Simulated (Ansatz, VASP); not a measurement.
## Al7BN8 in VASP and in Ansatz

```
CELL_PARAMETERS angstrom
6.14081 0.00000 0.00000
-3.07041 5.31810 0.00000
0.00000 0.00000 4.90252
ATOMIC_POSITIONS crystal
Al 0.32840 0.17160 0.49728
Al 0.16509 0.83254 0.00093
Al 0.32840 0.65680 0.49728
Al 0.66746 0.33491 0.00093
Al 0.84320 0.17160 0.49728
Al 0.66746 0.83254 0.00093
Al 0.83333 0.66667 0.50238
B 0.16667 0.33333 0.00747
N 0.16667 0.33333 0.33443
N 0.31637 0.18363 0.88997
N 0.16880 0.83440 0.38742
N 0.31637 0.63275 0.88997
N 0.66560 0.33120 0.38742
N 0.86725 0.18363 0.88997
N 0.66560 0.83440 0.38742
N 0.83333 0.66667 0.88493
```

Alike in both runs: functional PBE; k mesh 4 × 4 × 5; no spin polarisation.

Ansatz relaxed the structure, and its values are those at the end. VASP's run is a single point on that final structure, the one shown.

```csv
,VASP,Ansatz
version,VASP 6.6.1,Ansatz 0.2.0
potentials or method,"VASP PAW PBE potentials, release 64 (Al, B, N)","scalar-relativistic, plane waves, PAW"
plane-wave cutoff (eV),520,420
occupations,"gaussian, width 0.01 eV",fixed
valence electrons in the cell,64,64
```

|  | VASP | Ansatz | Ansatz less VASP |
| --- | --- | --- | --- |
| gap on the k mesh at the Fermi level (eV) | 3.82 | 3.82 | -0.001 |
| least direct gap on the mesh (eV) | 3.82 | 3.82 | -0.001 |
| pressure (GPa) | -0.2 | 0.0 | +0.26 |
| rms of the force components (eV/Å) | 0.006 | 0.001 | -0.0043 |
